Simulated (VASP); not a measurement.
# SiGe3 (P-4m2) in VASP: notebook

SiGe3 is run at these levels: PBE; tasks: relaxation of cell and atoms, single point.

All numbers are computed with VASP 6.6.1; they aren't measurements. Logs are shortened: lines on timing, memory, paths and dates and some standing lists are left out, and cuts for length are marked.

## 1. The cell of the first run

The structure is tetragonal, space group P-4m2 (No. 115). Conventional cell: a = 3.724 Å, b = 3.724 Å, c = 5.267 Å, α = 90.00°, β = 90.00°, γ = 90.00°. Si (site symmetry -4m2) has 4 Ge at 2.28 Å within 3.0 Å. Within 3.0 Å of Ge (site symmetry 2mm) lie 2 Si at 2.28 Å and 2 Ge at 2.28 Å. Ge (site symmetry -4m2) has 4 Ge at 2.28 Å within 3.0 Å.

## 2. Relaxation of cell and atoms, PBE

File INCAR:

```
ALGO = Normal ; EDIFF = 1E-6
EDIFFG = -0.04 ; ENCUT = 600
GGA = PE ; IBRION = 2
ISIF = 3 ; ISMEAR = 0
LASPH = True ; LCHARG = False
LREAL = False ; LWAVE = False
NELM = 60 ; NSW = 90
PREC = Accurate ; SIGMA = 0.1
```

File KPOINTS:

```
k-points
0
Gamma
  6 6 4
```

File POSCAR:

```
SiGe3
1.0
    3.7242034000      0.0000000000      0.0000000000
    0.0000000000      3.7242034000      0.0000000000
    0.0000000000      0.0000000000      5.2668189500
Si Ge
1 3
Direct
    0.5000000000      0.5000000000      0.0000000000
    0.5000000000      0.0000000000      0.7500000000
    0.0000000000      0.5000000000      0.2500000000
    0.0000000000      0.0000000000      0.5000000000
```

Potentials or basis: VASP PAW PBE potentials, release 64 (Si, Ge_d).

The run is started by

```bash
> cat potpaw_PBE.64/Si/POTCAR potpaw_PBE.64/Ge_d/POTCAR > POTCAR
> mpirun -np 1 vasp_std > vasp.out
```

OUTCAR:

```text
EDIFF = 1E-6
   EDIFFG = -0.04
   ENCUT = 600
   GGA = PE
   IBRION = 2
   ISIF = 3
   ISMEAR = 0
   LASPH = True
   LREAL = False
   NELM = 60
   NSW = 90
   PREC = Accurate

 ion  position               nearest neighbor table
   1  0.500  0.500  0.000-   2 2.28   3 2.28   2 2.28   3 2.28
   2  0.500  0.000  0.750-   1 2.28   4 2.28   1 2.28   4 2.28
   3  0.000  0.500  0.250-   1 2.28   4 2.28   4 2.28   1 2.28
   4  0.000  0.000  0.500-   2 2.28   3 2.28   3 2.28   2 2.28

  LATTYP: Found a simple tetragonal cell.
 ALAT       =     3.7242034000
 C/A-ratio  =     1.4142135604

  Lattice vectors:

 A1 = (   3.7242034000,   0.0000000000,   0.0000000000)
 A2 = (   0.0000000000,   3.7242034000,   0.0000000000)
 A3 = (   0.0000000000,   0.0000000000,   5.2668189500)

Analysis of symmetry for initial positions (statically):
=====================================================================
 Subroutine PRICEL returns:
 Original cell was already a primitive cell.

 Routine SETGRP: Setting up the symmetry group for a
 simple tetragonal supercell.

 Subroutine GETGRP returns: Found  8 space group operations
 (whereof  8 operations were pure point group operations)
 out of a pool of 16 trial point group operations.

The static configuration has the point symmetry D_2d.

Analysis of symmetry for dynamics (positions and initial velocities):
=====================================================================
 Subroutine PRICEL returns:
 Original cell was already a primitive cell.

 Routine SETGRP: Setting up the symmetry group for a
 simple tetragonal supercell.

 Subroutine GETGRP returns: Found  8 space group operations
 (whereof  8 operations were pure point group operations)
 out of a pool of 16 trial point group operations.

The dynamic configuration has the point symmetry D_2d.

 Subroutine INISYM returns: Found  8 space group operations
 (whereof  8 operations are pure point group operations),
 and found     1 'primitive' translations

----------------------------------------------------------------------------------------

                                     Primitive cell

  volume of cell :      73.0492

  direct lattice vectors                    reciprocal lattice vectors
     3.724203400  0.000000000  0.000000000     0.268513798  0.000000000  0.000000000
     0.000000000  3.724203400  0.000000000     0.000000000  0.268513798  0.000000000
     0.000000000  0.000000000  5.266818950     0.000000000  0.000000000  0.189867928

  length of vectors
     3.724203400  3.724203400  5.266818950     0.268513798  0.268513798  0.189867928

  position of ions in fractional coordinates (direct lattice)
     0.500000000  0.500000000  0.000000000
     0.500000000  0.000000000  0.750000000
     0.000000000  0.500000000  0.250000000
     0.000000000  0.000000000  0.500000000

  ion indices of the primitive-cell ions
   primitive index   ion index
                 1           1
                 2           2
                 3           3
                 4           4

----------------------------------------------------------------------------------------

 KPOINTS: k-points

Automatic generation of k-mesh.
 Grid dimensions read from file:
 generate k-points for:    6    6    4

 Generating k-lattice:

  Cartesian coordinates                     Fractional coordinates (reciprocal lattice)
     0.044752300  0.000000000  0.000000000     0.166666667  0.000000000  0.000000000
     0.000000000  0.044752300  0.000000000     0.000000000  0.166666667  0.000000000
     0.000000000  0.000000000  0.047466982     0.000000000  0.000000000  0.250000000

  Length of vectors
     0.044752300  0.044752300  0.047466982

  Shift w.r.t. Gamma in fractional coordinates (k-lattice)
     0.000000000  0.000000000  0.000000000

 Subroutine IBZKPT returns following result:
 ===========================================

 Found     30 irreducible k-points:

 Following reciprocal coordinates:
            Coordinates               Weight
  0.000000  0.000000  0.000000      1.000000
  0.166667  0.000000  0.000000      4.000000
  0.333333  0.000000  0.000000      4.000000
  0.500000  0.000000  0.000000      2.000000
  0.166667  0.166667  0.000000      4.000000
  0.333333  0.166667  0.000000      8.000000
[... 16 lines left out ...]
  0.333333  0.000000  0.500000      4.000000
  0.500000  0.000000  0.500000      2.000000
 [... further k-points ...]
   k-points           NKPTS =     30   k-points in BZ     NKDIM =     30   number of bands    NBANDS=     27
   number of dos      NEDOS =    301   number of ions     NIONS =      4
   total plane-waves  NPLWV =  37800
   dimension x,y,z NGX =    30 NGY =   30 NGZ =   42
   dimension x,y,z NGXF=    60 NGYF=   60 NGZF=   84
   ions per type =               1   3
   NGX,Y,Z   is equivalent  to a cutoff of  13.39, 13.39, 13.26 a.u.
   NGXF,Y,Z  is equivalent  to a cutoff of  26.78, 26.78, 26.51 a.u.
 SYSTEM =  unknown system
   PREC   = accura    normal or accurate (medium, high low for compatibility)
   ISTART =      0    job   : 0-new  1-cont  2-samecut
   ICHARG =      2    charge: 1-file 2-atom 10-const
   ISPIN  =      1    spin polarized calculation?
   LNONCOLLINEAR =      F non collinear calculations
   LSORBIT =      F    spin-orbit coupling
   LASPH  =      T    aspherical Exc in radial PAW
   ENCUT  =  600.0 eV  44.10 Ry    6.64 a.u.   7.44  7.44 10.52*2*pi/ulx,y,z
   NELM   =     60;   NELMIN=  2; NELMDL= -5     # of ELM steps
   EDIFF  = 0.1E-05   stopping-criterion for ELM
   LREAL  =      F    real-space projection
   EDIFFG = -.4E-01   stopping-criterion for IOM
   NSW    =     90    number of steps for IOM
   IBRION =      2    ionic relax: 0-MD 1-quasi-New 2-CG
   NFREE  =      1    steps in history (QN), initial steepest desc. (CG)
   ISIF   =      3    stress and relaxation
   ISYM   =      2    0-nonsym 1-usesym 2-fastsym
   POTIM  = 0.5000    time-step for ionic-motion
   TEBEG  =    0.0;   TEEND  =   0.0 temperature during run
   PSTRESS=    0.0 pullay stress
   NELECT =      46.0000    total number of electrons
   NUPDOWN=      -1.0000    fix difference up-down
   EMIN   =  10.00;   EMAX   =-10.00  energy-range for DOS
   EFERMI =   0.00;   METHOD = LEGACY
   ISMEAR =     0;   SIGMA  =   0.10  broadening in eV -4-tet -1-fermi 0-gaus
   EFERMI_NEDOS =   21; number of points for ismear=-14 and -15
   IALGO  =     38    algorithm
   IMIX   =      4    mixing-type and parameters
     AMIX     =   0.40;   BMIX     =  1.00
     AMIX_MAG =   1.60;   BMIX_MAG =  1.00
  volume/ion in A,a.u.               =      18.26       123.24
  Fermi-wavevector in a.u.,A,eV,Ry     =   1.403209  2.651681 26.789813  1.968996
  Thomas-Fermi vector in A             =   2.525894
   LORBIT       =      0    0 simple, 1 ext, 2 COOP (PROOUT), +10 PAW based schemes
   GGA     = PE    functional components
   LHFCALC =     F    Hartree Fock is set to
   AEXX    =    0.0000 exact exchange contribution
   IVDW    =     0    specifies the selected vdW correction
   LEPSILON=     F    determine dielectric tensor
   LRPA    =     F    only Hartree local field effects (RPA)
 conjugate gradient relaxation of ions
 non-spin polarized calculation
 Gauss-broadening in eV      SIGMA  =   0.10
  energy-cutoff  :      600.00
  volume of cell :       73.05
 maximum number of plane-waves:      2486
 NGX is ok and might be reduce to    30
   NGX = 15   NGY = 15   NGZ = 21

--------------------------------------- Ionic step        1  -------------------------------------------

 number of electron      45.9999968 magnetization

 Free energy of the ion-electron system (eV)
  ---------------------------------------------------
  ext. energy  EPLUGINS =         0.00000000
  ---------------------------------------------------
  free energy    TOTEN  =       -17.69540604 eV

  energy without entropy =      -17.69507073  energy(sigma->0) =      -17.69523838

 E-fermi :   7.3291     XC(G=0): -10.6841

 val. band max:        7.2020977377   @ k =   0.0000   0.0000   0.0000
 cond. band min:       7.4593220112   @ k =   0.0000   0.0000   0.2500
 fundamental gap:      0.2572242734
 Fermi energy:         7.3290840893

 k-point     1 :       0.0000    0.0000    0.0000
  band No.  band energies     occupation
      1     -17.8995      2.00000
      2     -17.8995      2.00000
      3     -17.8396      2.00000
      4     -17.8032      2.00000
      5     -17.7556      2.00000
      6     -17.5669      2.00000
[... 709 lines left out ...]
     26      10.6179      0.00000
     27      10.8271      0.00000

 [... further k-points ...]
[... 5 lines left out ...]
  --------------------------------------------------------------------------------------
  -------------------------------------------------------------------------------------
  Total       11.5252068     11.5252068     11.2800729      0.0000000      0.0000000      0.0000000
  in kB      252.7808291    252.7808291    247.4043413      0.0000000      0.0000000      0.0000000
  external PRESSURE =     250.9886665 kB  Pullay stress =       0.0000000 kB
[... 23 lines left out ...]
  energy  without entropy=      -17.6950707266  energy(sigma->0) =      -17.69523838

--------------------------------------- Ionic step        2  -------------------------------------------

 number of electron      46.0000008 magnetization

 E-fermi :   3.3309     XC(G=0):  -8.9207

 val. band max:        3.2625446852   @ k =   0.1667   0.0000   0.0000
 cond. band min:       3.3732035922   @ k =   0.0000   0.0000   0.0000
 fundamental gap:      0.1106589070
 Fermi energy:         3.3309493702

 k-point     1 :       0.0000    0.0000    0.0000
  band No.  band energies     occupation
      1     -21.1322      2.00000
      2     -21.1322      2.00000
      3     -21.0988      2.00000
      4     -21.0930      2.00000
      5     -21.0729      2.00000
      6     -21.0425      2.00000
[... 709 lines left out ...]
     26       6.7233      0.00000
     27       6.8562      0.00000

 [... further k-points ...]
[... 5 lines left out ...]
  --------------------------------------------------------------------------------------
  -------------------------------------------------------------------------------------
  Total       -4.9090745     -4.9090745     -4.9320219      0.0000000      0.0000000      0.0000000
  in kB      -73.0551333    -73.0551333    -73.3966273      0.0000000      0.0000000      0.0000000
  external PRESSURE =     -73.1689646 kB  Pullay stress =       0.0000000 kB
[... 213 lines left out ...]
  energy  without entropy=      -18.8858112225  energy(sigma->0) =      -18.88613216

--------------------------------------- Ionic step        8  -------------------------------------------

 number of electron      45.9999955 magnetization

 Free energy of the ion-electron system (eV)
  ---------------------------------------------------
  ext. energy  EPLUGINS =         0.00000000
  ---------------------------------------------------
  free energy    TOTEN  =       -18.88715006 eV

  energy without entropy =      -18.88631186  energy(sigma->0) =      -18.88673096

 E-fermi :   4.8836     XC(G=0):  -9.6273

 val. band max:        4.7932190207   @ k =   0.0000   0.0000   0.0000
 cond. band min:       4.9658287464   @ k =   0.5000   0.0000   0.5000
 fundamental gap:      0.1726097257
 Fermi energy:         4.8836041345

 k-point     1 :       0.0000    0.0000    0.0000
  band No.  band energies     occupation
      1     -19.8463      2.00000
      2     -19.8463      2.00000
      3     -19.8008      2.00000
      4     -19.7886      2.00000
      5     -19.7584      2.00000
      6     -19.6921      2.00000
[... 709 lines left out ...]
     26       8.2061      0.00000
     27       8.3413      0.00000

 [... further k-points ...]
[... 5 lines left out ...]
  --------------------------------------------------------------------------------------
  -------------------------------------------------------------------------------------
  Total       -0.1171179     -0.1171179     -0.1273561      0.0000000      0.0000000      0.0000000
  in kB       -2.0496091     -2.0496091     -2.2287819      0.0000000      0.0000000      0.0000000
  external PRESSURE =      -2.1093334 kB  Pullay stress =       0.0000000 kB
[... 19 lines left out ...]
  FREE ENERGIE OF THE ION-ELECTRON SYSTEM (eV)
  ---------------------------------------------------
  free  energy   TOTEN  =       -18.8871500577 eV

  energy  without entropy=      -18.8863118587  energy(sigma->0) =      -18.88673096

 reached required accuracy - stopping structural energy minimisation
```

It took 2.7 min on 1 thread of Intel Xeon 6975P-C (Granite Rapids), shared host; peak memory 0.22 GiB.

Results:

```yaml
Free_energy: -18.8872 eV
Relaxed_volume: 22.89 Å³/atom
Relaxed_cell: a = 4.021 Å, b = 4.021 Å, c = 5.663 Å, α = 90.00°, β = 90.00°, γ = 90.00°
Space_group_after_relaxing_to_0.1_Å: P-4m2 (No. 115)
Energy_gained_by_relaxing: 297.9 meV/atom
Ionic_steps: 8
Pressure_after_relaxing: -0.2 GPa
Largest_force_after_relaxing: 0.006 eV/Å
Band_gap_on_the_k_mesh: 0.17 eV (least direct gap 0.41 eV)
```

Forces on the atoms (eV/Å):
```
Si   0.000  0.000  0.000
Ge   0.000  0.000 -0.006
Ge   0.000  0.000  0.006
Ge   0.000  0.000  0.000
```

Step by step:
| step | energy change (eV) | largest force (eV/Å) | pressure (GPa) | volume (Å³) |
| --- | --- | --- | --- | --- |
| 1 | 0.0000 | 0.8028 | 25.10 | 73.05 |
| 2 | -0.7584 | 0.0347 | -7.32 | 107.66 |
| 3 | -1.1898 | 0.1584 | -0.16 | 91.61 |
| 4 | -1.1898 | 0.1661 | -0.08 | 91.21 |
| 5 | -1.1891 | 0.1723 | 0.32 | 90.82 |
| 6 | -1.1908 | 0.0724 | 0.44 | 90.76 |
| 7 | -1.1910 | 0.0129 | 0.44 | 90.72 |
| 8 | -1.1917 | 0.0064 | -0.21 | 91.55 |

Final structure:
```yaml
crystal:
  lattice:
    - [4.02070, 0.00000, 0.00000]
    - [0.00000, 4.02070, 0.00000]
    - [0.00000, 0.00000, 5.66316]
  atoms:
    - { symbol: Si, position: [0.50000, 0.50000, 0.00000] }
    - { symbol: Ge, position: [0.50000, 0.00000, 0.75663] }
    - { symbol: Ge, position: [0.00000, 0.50000, 0.24337] }
    - { symbol: Ge, position: [0.00000, 0.00000, 0.50000] }
```

Caveat: the volume moved by over 15 % at a fixed basis, so the end points are rough; semilocal functionals underestimate gaps, and a narrow one can read as zero.

## 3. Single point, PBE

This run uses another cell than the first one, of 22.86 Å³/atom.

File INCAR:

```
PREC     = Accurate       # precision mode
ENCUT    = 520            # plane-wave cutoff, eV
EDIFF    = 1E-6           # SCF threshold, eV
ISMEAR   = 0              # smearing method
SIGMA    = 0.01           # smearing width, eV
LREAL    = F              # projectors in reciprocal space
LASPH    = T              # aspherical terms in the spheres
NELM     = 60             # most SCF steps
ALGO     = Normal         # electronic algorithm
ISIF     = 2              # what is computed and relaxed
LWAVE    = F              # write WAVECAR
LCHARG   = F              # write CHGCAR
GGA      = PE             # functional
NBANDS   = 31             # bands
```

File KPOINTS:

```
regular mesh
0
Gamma
  10 10 6
```

File POSCAR:

```
SiGe3
1.0
    4.0126313512      0.0000000000      0.0000000000
    0.0000000000      4.0126313512      0.0000000000
    0.0000000000      0.0000000000      5.6797825916
Si Ge
1 3
Direct
    0.5000000000      0.5000000000      0.0000000000
    0.5000000000      0.0000000000      0.7564559530
    0.0000000000      0.5000000000      0.2435440470
    0.0000000000      0.0000000000      0.5000000000
```

Potentials or basis: VASP PAW PBE potentials, release 64 (Si, Ge_d).

The run is started by

```bash
> cat potpaw_PBE.64/Si/POTCAR potpaw_PBE.64/Ge_d/POTCAR > POTCAR
> mpirun -np 1 vasp_std > vasp.out
```

Wall time 85 s (1 thread of Intel Xeon 6975P-C (Granite Rapids), shared host); peak memory 0.31 GiB.

The run converged. Its results:

| Property | Result |
| --- | --- |
| Free energy | -18.9141 eV |
| Pressure | 0.0 GPa |
| Largest force | 0.004 eV/Å |
| Band gap on the k mesh | 0.16 eV (least direct gap 0.41 eV) |

Forces on the atoms (eV/Å):
```
Si   0.000  0.000  0.000
Ge   0.000  0.000  0.004
Ge   0.000  0.000 -0.004
Ge   0.000  0.000  0.000
```

Levels at points of the mesh, in eV from the valence-band top:
| k point | band 20 | band 21 | band 22 | band 23 | band 24 | band 25 | band 26 | band 27 |
| --- | --- | --- | --- | --- | --- | --- | --- | --- |
| (0.00, 0.00, 0.00) | -2.92 | -0.06 | 0.00 | 0.00 | 0.41 | 0.74 | 0.91 | 2.51 |
| (0.50, 0.00, 0.00) | -3.73 | -3.63 | -1.58 | -1.25 | 1.89 | 2.20 | 4.56 | 4.73 |
| (0.50, 0.50, 0.00) | -2.99 | -2.91 | -2.91 | -2.83 | 0.53 | 0.73 | 0.73 | 1.22 |
| (0.00, 0.00, 0.50) | -2.08 | -2.08 | -1.77 | -1.77 | 0.86 | 1.26 | 2.76 | 2.90 |
| (0.50, 0.00, 0.50) | -1.51 | -1.34 | -1.30 | -1.13 | 0.16 | 0.61 | 3.38 | 3.55 |
| (0.50, 0.50, 0.50) | -3.76 | -3.72 | -3.71 | -3.71 | 4.15 | 4.15 | 4.34 | 4.45 |

Caveat: semilocal functionals underestimate gaps, and a narrow one can read as zero.
